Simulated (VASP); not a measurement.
# B5W2: relaxation of cell and atoms with PBE

B5W2:

```
CELL_PARAMETERS angstrom
1.50550 0.86920 6.97667
-1.50550 0.86920 6.97667
0.00000 -1.73840 6.97667
ATOMIC_POSITIONS crystal
B 0.18600 0.18600 0.18600
B 0.81400 0.81400 0.81400
B 0.33300 0.33300 0.33300
B 0.66700 0.66700 0.66700
B 0.50000 0.50000 0.50000
W 0.07500 0.07500 0.07500
W 0.92500 0.92500 0.92500
```

```
Program                : VASP 6.6.1
Task                   : relaxation of cell and atoms
Functional             : PBE
Potentials or basis    : VASP PAW PBE potentials, release 64 (B, W_sv)
Cutoff                 : 600 eV
k mesh                 : 9 × 9 × 9
Occupations            : gaussian, width 0.1 eV
Spin                   : no spin polarisation
Dipole correction      : no
Further INCAR settings : ALGO = Normal; EDIFF = 1e-07; IBRION = 2; EDIFFG = -0.05; NSW = 100; ISIF = 3
```

* Relaxed volume: 8.48 Å³/atom
* Relaxed cell: a = 7.353 Å, b = 7.353 Å, c = 7.353 Å, α = 24.34°, β = 24.34°, γ = 24.34°
* Space group after relaxing (to 0.1 Å): R-3m (No. 166)
* Energy gained by relaxing: 58.4 meV/atom
* Ionic steps: 9
* Pressure after relaxing: -0.6 GPa
* Largest force after relaxing: 0.039 eV/Å
* Band gap on the k mesh: zero (an odd number of electrons rules out a gap without spin polarisation)

Forces on the atoms (eV/Å):
```
B    0.000  0.000  0.037
B    0.000  0.000 -0.037
B    0.000  0.000 -0.039
B    0.000  0.000  0.039
B    0.000  0.000  0.000
W    0.000  0.000  0.017
W    0.000  0.000 -0.017
```

Stress tensor (GPa, compression positive):
```
-0.83  0.00  0.00
 0.00 -0.83  0.00
 0.00  0.00 -0.10
```

The path:
| step | energy change (eV) | largest force (eV/Å) | pressure (GPa) | volume (Å³) |
| --- | --- | --- | --- | --- |
| 1 | 0.0000 | 0.4197 | 28.69 | 54.78 |
| 2 | 0.3388 | 0.1607 | -29.03 | 66.65 |
| 3 | -0.3910 | 0.2769 | -1.21 | 59.46 |
| 4 | -0.3913 | 0.2799 | -0.52 | 59.32 |
| 5 | -0.3912 | 0.2820 | -0.03 | 59.23 |
| 6 | -0.4045 | 0.1634 | 0.34 | 59.16 |
| 7 | -0.4076 | 0.0753 | 0.68 | 59.11 |
| 8 | -0.4088 | 0.0385 | -0.89 | 59.41 |
| 9 | -0.4089 | 0.0393 | -0.59 | 59.35 |

Final structure:
```
B W
1.0
     1.54996    0.89487    7.13184
    -1.54996    0.89487    7.13184
     0.00000   -1.78973    7.13184
B W
5 2
Direct
  0.18471 0.18471 0.18471
  0.81529 0.81529 0.81529
  0.33139 0.33139 0.33139
  0.66861 0.66861 0.66861
  0.50000 0.50000 0.50000
  0.07632 0.07632 0.07632
  0.92368 0.92368 0.92368
```

Levels at points of the mesh, in eV from the Fermi level:
| k point | band 18 | band 19 | band 20 | band 21 | band 22 | band 23 | band 24 | band 25 |
| --- | --- | --- | --- | --- | --- | --- | --- | --- |
| (0.00, 0.00, 0.00) | -3.49 | -3.49 | -2.02 | -2.02 | -1.93 | -0.65 | -0.65 | 0.62 |

Run time: 45 min on 1 thread of AMD EPYC 9R45 96-Core Processor (Zen 5) (shared host), peak memory 0.56 GiB.

Caveat: the highest band is partly filled, so the run has too few bands; spin-orbit coupling is left out, which moves the levels of the heavy elements; an odd number of electrons without spin polarisation forces a metal; a magnetic or distorted state may lie lower; the relaxation stopped at a loose force limit of 0.05 eV/Å, so its end isn't a converged minimum. PBE usually gives volumes a little too large and moduli too small.
